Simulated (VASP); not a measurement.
# BN (P6_3mc) in VASP: further runs

BN is run at these levels: PBE, PBEsol+D3(BJ), LDA; tasks: single point.

Program: VASP 6.6.1. These are calculated values, not measurements. Logs are shortened: lines on timing, memory, paths and dates and some standing lists are left out, and cuts for length are marked.

## 1. The cell of the first run

It takes space group P6_3mc (No. 186, hexagonal). The conventional cell has a = 2.554 Å, b = 2.554 Å, c = 4.227 Å, α = 90.00°, β = 90.00°, γ = 120.00°. B (site symmetry 3m) has 4 N at 1.57 to 1.58 Å within 2.1 Å. N (site symmetry 3m) has 4 B at 1.57 to 1.58 Å within 2.1 Å.

## 2. Single point, PBE

INCAR reads:

```
PREC = Accurate
ENCUT = 520
EDIFF = 1E-6
ISMEAR = 0
SIGMA = 0.1
LREAL = F
LASPH = T
NELM = 100
ALGO = Normal
ISIF = 2
LWAVE = F
LCHARG = T
GGA = PE
LELF = T
LVHAR = T
NBANDS = 16
```

KPOINTS reads:

```
regular mesh
0
Gamma
  9 9 4
```

POSCAR reads:

```
BN
1.0
    2.5539396017      0.0000000000      0.0000000000
   -1.2769698009      2.2117765748      0.0000000000
    0.0000000000      0.0000000000      4.2268550000
B N
2 2
Direct
    0.6666666667      0.3333333333      0.9997240000
    0.3333333333      0.6666666667      0.4997240000
    0.6666666667      0.3333333333      0.6252760000
    0.3333333333      0.6666666667      0.1252760000
```

Potentials or basis: VASP PAW PBE potentials, release 64 (B, N).

Run with:

```console
$ cat potpaw_PBE.64/B/POTCAR potpaw_PBE.64/N/POTCAR > POTCAR
$ mpirun -np 1 vasp_std > vasp.out
```

OUTCAR:

```text
PREC = Accurate
   ENCUT = 520
   EDIFF = 1E-6
   ISMEAR = 0
   LREAL = F
   LASPH = T
   NELM = 100
   ISIF = 2
   GGA = PE

 ion  position               nearest neighbor table
   1  0.667  0.333  1.000-   4 1.57   4 1.57   4 1.57   3 1.58
   2  0.333  0.667  0.500-   3 1.57   3 1.57   3 1.57   4 1.58
   3  0.667  0.333  0.625-   2 1.57   2 1.57   2 1.57   1 1.58
   4  0.333  0.667  0.125-   1 1.57   1 1.57   1 1.57   2 1.58

  LATTYP: Found a hexagonal cell.
 ALAT       =     2.5539396017
 C/A-ratio  =     1.6550332659

  Lattice vectors:

 A1 = (   2.5539396017,   0.0000000000,   0.0000000000)
 A2 = (  -1.2769698009,   2.2117765748,   0.0000000000)
 A3 = (   0.0000000000,   0.0000000000,   4.2268550000)

Analysis of symmetry for initial positions (statically):
=====================================================================
 Subroutine PRICEL returns:
 Original cell was already a primitive cell.

 Routine SETGRP: Setting up the symmetry group for a
 hexagonal supercell.

 Subroutine GETGRP returns: Found 12 space group operations
 (whereof  6 operations were pure point group operations)
 out of a pool of 24 trial point group operations.

The static configuration has the point symmetry C_3v.
 The point group associated with its full space group is C_6v.

Analysis of symmetry for dynamics (positions and initial velocities):
=====================================================================
 Subroutine PRICEL returns:
 Original cell was already a primitive cell.

 Routine SETGRP: Setting up the symmetry group for a
 hexagonal supercell.

 Subroutine GETGRP returns: Found 12 space group operations
 (whereof  6 operations were pure point group operations)
 out of a pool of 24 trial point group operations.

The dynamic configuration has the point symmetry C_3v.
 The point group associated with its full space group is C_6v.

 Subroutine INISYM returns: Found 12 space group operations
 (whereof  6 operations are pure point group operations),
 and found     1 'primitive' translations

----------------------------------------------------------------------------------------

                                     Primitive cell

  volume of cell :      23.8764

  direct lattice vectors                    reciprocal lattice vectors
     2.553939602  0.000000000  0.000000000     0.391551938  0.226062617  0.000000000
    -1.276969801  2.211776575  0.000000000     0.000000000  0.452125233  0.000000000
     0.000000000  0.000000000  4.226855000     0.000000000  0.000000000  0.236582518

  length of vectors
     2.553939602  2.553939602  4.226855000     0.452125233  0.452125233  0.236582518

  position of ions in fractional coordinates (direct lattice)
     0.666666667  0.333333333  0.999724000
     0.333333333  0.666666667  0.499724000
     0.666666667  0.333333333  0.625276000
     0.333333333  0.666666667  0.125276000

  ion indices of the primitive-cell ions
   primitive index   ion index
                 1           1
                 2           2
                 3           3
                 4           4

----------------------------------------------------------------------------------------

 KPOINTS: regular mesh

Automatic generation of k-mesh.
 Grid dimensions read from file:
 generate k-points for:    9    9    4

 Generating k-lattice:

  Cartesian coordinates                     Fractional coordinates (reciprocal lattice)
     0.043505771  0.025118069  0.000000000     0.111111111  0.000000000  0.000000000
     0.000000000  0.050236137  0.000000000     0.000000000  0.111111111  0.000000000
     0.000000000  0.000000000  0.059145630     0.000000000  0.000000000  0.250000000

  Length of vectors
     0.050236137  0.050236137  0.059145630

  Shift w.r.t. Gamma in fractional coordinates (k-lattice)
     0.000000000  0.000000000  0.000000000

 Subroutine IBZKPT returns following result:
 ===========================================

 Found     36 irreducible k-points:

 Following reciprocal coordinates:
            Coordinates               Weight
  0.000000  0.000000  0.000000      1.000000
  0.111111  0.000000  0.000000      6.000000
  0.222222  0.000000  0.000000      6.000000
  0.333333  0.000000  0.000000      6.000000
  0.444444  0.000000  0.000000      6.000000
  0.111111  0.111111  0.000000      6.000000
[... 16 lines left out ...]
  0.333333  0.222222  0.250000     24.000000
  0.333333  0.333333  0.250000      4.000000
 [... further k-points ...]
   k-points           NKPTS =     36   k-points in BZ     NKDIM =     36   number of bands    NBANDS=     16
   number of dos      NEDOS =    301   number of ions     NIONS =      4
   total plane-waves  NPLWV =  12800
   dimension x,y,z NGX =    20 NGY =   20 NGZ =   32
   dimension x,y,z NGXF=    40 NGYF=   40 NGZF=   64
   ions per type =               2   2
   NGX,Y,Z   is equivalent  to a cutoff of  13.02, 13.02, 12.59 a.u.
   NGXF,Y,Z  is equivalent  to a cutoff of  26.04, 26.04, 25.17 a.u.
[... 37 lines left out ...]
   AEXX    =    0.0000 exact exchange contribution
   IVDW    =     0    specifies the selected vdW correction
   LEPSILON=     F    determine dielectric tensor
   LRPA    =     F    only Hartree local field effects (RPA)
 non-spin polarized calculation
 Gauss-broadening in eV      SIGMA  =   0.10
  energy-cutoff  :      520.00
  volume of cell :       23.88
 maximum number of plane-waves:       652
 NGX is ok and might be reduce to    20
   NGX =  9   NGY =  9   NGZ = 15

 number of electron      16.0000000 magnetization

 Free energy of the ion-electron system (eV)
  ---------------------------------------------------
  ext. energy  EPLUGINS =         0.00000000
  ---------------------------------------------------
  free energy    TOTEN  =       -34.83266393 eV

  energy without entropy =      -34.83266393  energy(sigma->0) =      -34.83266393

 E-fermi :   7.8360     XC(G=0): -12.7611

 val. band max:        7.4319865190   @ k =   0.0000   0.0000   0.0000
 cond. band min:      12.6287927724   @ k =   0.3333   0.3333   0.0000
 fundamental gap:      5.1968062534
 Fermi energy:         7.8360497044

 k-point     1 :       0.0000    0.0000    0.0000
  band No.  band energies     occupation
      1     -12.8569      2.00000
      2      -8.7569      2.00000
      3      -3.3940      2.00000
      4       5.3332      2.00000
      5       5.3332      2.00000
      6       7.1566      2.00000
[... 8 lines left out ...]
     15      19.2544      0.00000
     16      23.5085      0.00000

 k-point     2 :       0.1111    0.0000    0.0000
  band No.  band energies     occupation
      1     -12.5907      2.00000
      2      -8.5545      2.00000
      3      -3.1300      2.00000
      4       4.1652      2.00000
      5       4.8607      2.00000
      6       6.4570      2.00000
[... 8 lines left out ...]
     15      20.0062      0.00000
     16      23.1098      0.00000

 k-point     3 :       0.2222    0.0000    0.0000
  band No.  band energies     occupation
      1     -11.8088      2.00000
      2      -8.0030      2.00000
      3      -2.3580      2.00000
      4       1.6868      2.00000
      5       3.9011      2.00000
      6       4.2927      2.00000
[... 8 lines left out ...]
     15      21.7853      0.00000
     16      22.4983      0.00000

 k-point     4 :       0.3333    0.0000    0.0000
  band No.  band energies     occupation
      1     -10.5803      2.00000
      2      -7.3673      2.00000
      3      -1.1716      2.00000
      4      -0.7080      2.00000
      5       1.9374      2.00000
      6       3.0422      2.00000
[... 8 lines left out ...]
     15      23.0718      0.00000
     16      23.7005      0.00000
[... 324 lines left out ...]
 k-point    22 :       0.2222    0.2222    0.2500
  band No.  band energies     occupation
      1      -9.5834      2.00000
      2      -7.6582      2.00000
      3      -1.0403      2.00000
      4       0.0749      2.00000
      5       1.5158      2.00000
      6       1.6837      2.00000
[... 8 lines left out ...]
     15      22.4951      0.00000
     16      23.3209      0.00000

 k-point    23 :       0.3333    0.2222    0.2500
  band No.  band energies     occupation
      1      -8.3527      2.00000
      2      -7.3355      2.00000
      3      -1.7275      2.00000
      4      -0.7714      2.00000
      5       0.3314      2.00000
      6       2.1435      2.00000
[... 8 lines left out ...]
     15      23.0263      0.00000
     16      23.9077      0.00000

 k-point    24 :       0.3333    0.3333    0.2500
  band No.  band energies     occupation
      1      -7.5426      2.00000
      2      -7.5426      2.00000
      3      -1.3129      2.00000
      4      -0.7365      2.00000
      5      -0.7365      2.00000
      6       1.2386      2.00000
[... 8 lines left out ...]
     15      23.6498      0.00000
     16      23.6498      0.00000

 [... further k-points ...]

------------------------ aborting loop because EDIFF is reached ----------------------------------------

  FORCE on cell =-STRESS in cart. coord.  units (eV):
  Direction    XX          YY          ZZ          XY          YZ          ZX
  --------------------------------------------------------------------------------------
  -------------------------------------------------------------------------------------
  Total        0.0680882      0.0680882     -0.0490011     -0.0000000      0.0000000      0.0000000
  in kB        4.5689143      4.5689143     -3.2881170     -0.0000000      0.0000000      0.0000000
  external PRESSURE =       1.9499039 kB  Pullay stress =       0.0000000 kB

 VOLUME and BASIS-vectors are now :
 -----------------------------------------------------------------------------
  energy-cutoff  :      520.00
  volume of cell :       23.88
      direct lattice vectors                 reciprocal lattice vectors
     2.553939602  0.000000000  0.000000000     0.391551938  0.226062617  0.000000000
    -1.276969801  2.211776575  0.000000000     0.000000000  0.452125233  0.000000000
     0.000000000  0.000000000  4.226855000     0.000000000  0.000000000  0.236582518

 POSITION                                       TOTAL-FORCE (eV/Angst)
 -----------------------------------------------------------------------------------
      1.27697      0.73726      4.22569         0.000000     -0.000000      0.014818
     -0.00000      1.47452      2.11226         0.000000      0.000000      0.014818
      1.27697      0.73726      2.64295        -0.000000      0.000000     -0.014818
     -0.00000      1.47452      0.52952        -0.000000     -0.000000     -0.014818
 -----------------------------------------------------------------------------------
    total drift:                                0.000000      0.000000      0.000176

  FREE ENERGIE OF THE ION-ELECTRON SYSTEM (eV)
  ---------------------------------------------------
  free  energy   TOTEN  =       -34.8326639312 eV

  energy  without entropy=      -34.8326639311  energy(sigma->0) =      -34.83266393
```

Run time: 18 s. Hardware: 1 thread of AMD EPYC 7R13, shared host; peak memory 0.1 GiB.

Results:

- Free energy: -34.8327 eV
- Pressure: 0.2 GPa
- Largest force: 0.015 eV/Å
- Band gap on the k mesh: 5.20 eV, indirect (least direct gap 8.22 eV)

Forces on the atoms (eV/Å):
```
B    0.000  0.000  0.015
B    0.000  0.000  0.015
N    0.000  0.000 -0.015
N    0.000  0.000 -0.015
```

Stress tensor (GPa, compression positive):
```
 0.46  0.00  0.00
 0.00  0.46  0.00
 0.00  0.00 -0.33
```

## 3. Single point, PBE

This run uses another cell than the first one, of 6.45 Å³/atom, 1.080 times its volume.

INCAR reads:

```
PREC = Accurate
ENCUT = 520
EDIFF = 1E-6
ISMEAR = 0
SIGMA = 0.01
LREAL = F
LASPH = T
NELM = 100
ALGO = Normal
ISIF = 2
LWAVE = F
LCHARG = F
GGA = PE
NBANDS = 16
ISYM = 0
```

KPOINTS reads:

```
Automatic mesh
0
Gamma
  6 7 2
  0.5 0.5 0
```

POSCAR reads:

```
BN
1.0
    2.6203051729      0.0000000000      0.0000000000
   -1.3101525865      2.2692508454      0.0000000000
    0.0000000000      0.0000000000      4.3366922281
B N
2 2
Direct
    0.6666666667      0.3333333333      0.9997240000
    0.3333333333      0.6666666667      0.4997240000
    0.6666666667      0.3333333333      0.6252760000
    0.3333333333      0.6666666667      0.1252760000
```

Potentials or basis: VASP PAW PBE potentials, release 64 (B, N).

Run with:

```console
$ cat potpaw_PBE.64/B/POTCAR potpaw_PBE.64/N/POTCAR > POTCAR
$ mpirun -np 1 vasp_std > vasp.out
```

Wall time 17 s (1 thread of AMD EPYC 7R13, shared host); peak memory 0.11 GiB.

Results (log left out):

```yaml
Free_energy: -34.6844 eV
Pressure: -24.7 GPa
Largest_force: 0.101 eV/Å
Band_gap_on_the_k_mesh: 5.72 eV, indirect (least direct gap 7.85 eV)
```

Forces on the atoms (eV/Å):
```
B    0.000 -0.002  0.101
B    0.000  0.002  0.101
N    0.000 -0.002 -0.101
N    0.000  0.002 -0.101
```

Stress tensor (GPa, compression positive):
```
-24.53   0.02   0.00
  0.02 -24.50   0.00
  0.00   0.00 -25.15
```

Levels at points of the mesh, in eV from the valence-band top:
| k point | band 4 | band 5 | band 6 | band 7 | band 8 | band 9 | band 10 | band 11 | band 12 | band 13 |
| --- | --- | --- | --- | --- | --- | --- | --- | --- | --- | --- |
| (0.08, 0.07, 0.00) | -3.27 | -2.56 | -1.09 | -0.47 | -0.31 | 7.81 | 8.46 | 8.74 | 9.86 | 10.69 |

Caveat: the k points lie up to 0.72 Å⁻¹ apart.

## 4. Single point, PBEsol+D3(BJ), collinear spin

INCAR reads:

```
ALGO = Normal ; EDIFF = 1E-6
ENCUT = 520 ; GGA = PS
ISIF = 2 ; ISMEAR = 0
ISPIN = 2 ; IVDW = 12
LASPH = True ; LCHARG = True
LELF = True ; LORBIT = 11
LREAL = False ; LVHAR = True
LWAVE = False ; MAGMOM = 0 0 0 3
NBANDS = 20 ; NELM = 150
PREC = Accurate ; SIGMA = 0.1
```

KPOINTS reads:

```
k-points
0
Gamma
  6 6 4
```

POSCAR reads:

```
BN
1.0
    2.5539396017      0.0000000000      0.0000000000
   -1.2769698009      2.2117765748      0.0000000000
    0.0000000000      0.0000000000      4.2268550000
B N
2 2
Direct
    0.6666666667      0.3333333333      0.9997240000
    0.3333333333      0.6666666667      0.4997240000
    0.6666666667      0.3333333333      0.6252760000
    0.3333333333      0.6666666667      0.1252760000
```

Run with:

```console
$ cat potpaw_PBE.64/B/POTCAR potpaw_PBE.64/N/POTCAR > POTCAR
$ mpirun -np 1 vasp_std > vasp.out
```

Wall time 26 s (1 thread of AMD EPYC 7R13, shared host); peak memory 0.13 GiB.

Results (log left out):

- Free energy: -37.1857 eV
- Pressure: -9.2 GPa
- Largest force: 0.015 eV/Å
- Band gap on the k mesh: 4.97 eV, indirect (least direct gap 8.15 eV)
- Net moment: 0.00 μB per cell
- Valence electrons inside the program's atomic spheres: B 2.02; N 3.95
- Dispersion energy per atom: -0.142 eV

Forces in eV/Å, atoms in the order of the input:
```
B    0.000  0.000  0.015
B    0.000  0.000  0.015
N    0.000  0.000 -0.015
N    0.000  0.000 -0.015
```

Stress tensor (GPa, compression positive):
```
-8.95  0.00  0.00
 0.00 -8.95  0.00
 0.00  0.00 -9.70
```

Levels at points of the mesh, in eV from the valence-band top:
Spin up:
```csv
k point,band 4,band 5,band 6,band 7,band 8,band 9,band 10,band 11,band 12,band 13
"(0.00, 0.00, 0.00)",-2.11,-2.11,-0.28,0.00,0.00,8.27,8.27,8.46,9.36,10.54
"(0.50, 0.00, 0.00)",-7.79,-6.90,-4.97,-4.43,-2.10,6.52,7.77,10.47,11.28,12.75
"(0.00, 0.00, 0.50)",-5.72,-1.17,-1.17,-1.17,-1.17,9.34,9.34,9.81,9.81,9.81
"(0.50, 0.00, 0.50)",-10.01,-3.76,-3.76,-3.57,-3.57,6.40,6.40,9.86,9.86,14.12
```
Spin down:
```
           k point  band 5  band 6  band 7  band 8  band 9  band 10  band 11  band 12
(0.00, 0.00, 0.00)   -2.11   -0.28    0.00    0.00    8.27     8.27     8.46     9.36
(0.50, 0.00, 0.00)   -6.90   -4.97   -4.43   -2.10    6.52     7.77    10.47    11.28
(0.00, 0.00, 0.50)   -1.17   -1.17   -1.17   -1.17    9.34     9.34     9.81     9.81
(0.50, 0.00, 0.50)   -3.76   -3.76   -3.57   -3.57    6.40     6.40     9.86     9.86
```

Caveat: the k points lie up to 0.47 Å⁻¹ apart; the PAW data sets were made with another functional, which shifts forces and pressure a little. A k mesh can miss the band edges.

## 5. Single point, LDA

This run uses another cell than the first one, of 5.84 Å³/atom, 0.978 times its volume.

INCAR reads:

```
SYSTEM = BN
ALGO     = Normal         ! electronic algorithm
EDIFF    = 1E-6           ! SCF threshold, eV
ENCUT    = 520            ! plane-wave cutoff, eV
ISIF     = 2              ! what is computed and relaxed
ISMEAR   = 0              ! smearing method
LASPH    = .TRUE.         ! aspherical terms in the spheres
LCHARG   = .TRUE.         ! write CHGCAR
LELF     = .TRUE.         ! ELF
LREAL    = .FALSE.        ! projectors in reciprocal space
LVHAR    = .TRUE.       
LWAVE    = .FALSE.        ! write WAVECAR
NBANDS   = 16             ! bands
NELM     = 80             ! most SCF steps
PREC     = Accurate       ! precision mode
SIGMA    = 0.0025         ! smearing width, eV
```

KPOINTS reads:

```
k-points
0
G
  3 3 1
  0 0 0
```

POSCAR reads:

```
BN
1.0
    2.5788298712      0.0000000000      0.0000000000
   -1.2894149356      2.2333321805      0.0000000000
    0.0000000000      0.0000000000      4.0548590585
B N
2 2
Direct
    0.6666666667      0.3333333333      1.0102618088
    0.3333333333      0.6666666667      0.5102618088
    0.6666666667      0.3333333333      0.6147381912
    0.3333333333      0.6666666667      0.1147381912
```

Potentials or basis: VASP PAW LDA potentials, release 64 (B, N).

Run with:

```console
$ cat potpaw_LDA.64/B/POTCAR potpaw_LDA.64/N/POTCAR > POTCAR
$ mpirun -np 1 vasp_std > vasp.out
```

Wall time 2 s (1 thread of Intel Xeon Platinum 8488C (Sapphire Rapids), shared host); peak memory 0.11 GiB.

Results (log left out):

* Free energy: -38.6566 eV
* Pressure: -2.1 GPa
* Largest force: 0.008 eV/Å
* Band gap on the k mesh: 5.32 eV, indirect (least direct gap 7.31 eV)

Forces on the atoms (eV/Å):
```
B    0.000  0.000  0.008
B    0.000  0.000  0.008
N    0.000  0.000 -0.008
N    0.000  0.000 -0.008
```

Levels at points of the mesh, in eV from the valence-band top:
| k point | band 4 | band 5 | band 6 | band 7 | band 8 | band 9 | band 10 | band 11 | band 12 | band 13 |
| --- | --- | --- | --- | --- | --- | --- | --- | --- | --- | --- |
| (0.00, 0.00, 0.00) | -3.36 | -3.36 | -1.02 | -1.02 | 0.00 | 7.31 | 7.31 | 8.00 | 8.55 | 10.13 |

Caveat: the k points lie up to 1.55 Å⁻¹ apart.

## 6. The runs side by side

```csv
level,potentials or basis,spin,cell,k mesh,smearing,gap on the mesh (eV),pressure (GPa),largest force (eV/Å)
PBE,"VASP PAW PBE potentials, release 64 (B, N)",off,"a = 2.554, b = 2.554, c = 4.227 Å, angles 90.0, 90.0, 120.0°, 4 atoms",9 × 9 × 4,gaussian 0.1 eV,5.20,0.2,0.01
PBE,"VASP PAW PBE potentials, release 64 (B, N)",off,"a = 2.620, b = 2.620, c = 4.337 Å, angles 90.0, 90.0, 120.0°, 4 atoms","6 × 7 × 2, shifted",gaussian 0.01 eV,5.72,-24.7,0.10
PBEsol+D3(BJ),"VASP PAW PBE potentials, release 64 (B, N)",collinear,"a = 2.554, b = 2.554, c = 4.227 Å, angles 90.0, 90.0, 120.0°, 4 atoms",6 × 6 × 4,gaussian 0.1 eV,4.97,-9.2,0.01
LDA,"VASP PAW LDA potentials, release 64 (B, N)",off,"a = 2.579, b = 2.579, c = 4.055 Å, angles 90.0, 90.0, 120.0°, 4 atoms",3 × 3 × 1,gaussian 0.0025 eV,5.32,-2.1,0.01
```

Alike in all rows: task single point; cutoff (eV) 520.

Caveats: some runs use coarse meshes; the PAW data sets were made with another functional, which shifts forces and pressure a little (some runs).

Total energies depend on the potentials used, so only differences within one code and one set of settings carry meaning.
